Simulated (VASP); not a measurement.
**PbS (Galena): relaxation of the atoms with r2SCAN**

The system is PbS (Galena).

```
Pb S
1.0
     0.00000    2.94752    2.94752
     2.94752    0.00000    2.94752
     2.94752    2.94752    0.00000
Pb S
1 1
Direct
  0.00000 0.00000 0.00000
  0.50000 0.50000 0.50000
```

| Item | Value |
| --- | --- |
| Program | VASP 6.6.1 |
| Task | relaxation of the atoms |
| Functional | r2SCAN |
| Potentials or basis | VASP PAW PBE potentials, release 64 (Pb_d, S) |
| Cutoff | 520 eV |
| k mesh | 8 × 8 × 8 |
| Occupations | fermi-dirac, width 0.02 eV |
| Spin | no spin polarisation |
| Dipole correction | no |
| Further INCAR settings | ALGO = Normal; EDIFF = 1e-07; IBRION = 2; EDIFFG = -0.01; NSW = 50 |

The pressure after relaxing is 2.5 GPa and the band gap on the k mesh is 0.55 eV, direct.

Final structure:
```
CELL_PARAMETERS angstrom
0.00000 2.94752 2.94752
2.94752 0.00000 2.94752
2.94752 2.94752 0.00000
ATOMIC_POSITIONS crystal
Pb 0.00000 0.00000 0.00000
S 0.50000 0.50000 0.50000
```

Levels at points of the mesh, in eV from the valence-band top:
```csv
k point,band 7,band 8,band 9,band 10,band 11,band 12,band 13,band 14
"(0.00, 0.00, 0.00)",-6.10,-2.47,-2.47,-2.47,5.58,5.58,5.58,7.05
"(0.50, 0.00, 0.00)",-9.27,-2.05,-2.05,0.00,0.55,2.10,2.10,9.16
"(0.50, 0.50, 0.00)",-7.43,-5.59,-3.78,-3.78,4.03,6.04,6.13,6.13
```

Wall time 45 s on 1 thread of Intel(R) Xeon(R) Platinum 8488C (Sapphire Rapids), on a shared host, peak memory 0.19 GiB.

Caveat: the relaxation stopped at its first step, so nothing moved; the PAW data sets were made with another functional, which shifts forces and pressure a little; spin-orbit coupling is left out, which moves the levels of the heavy elements. A k mesh can miss the band edges.
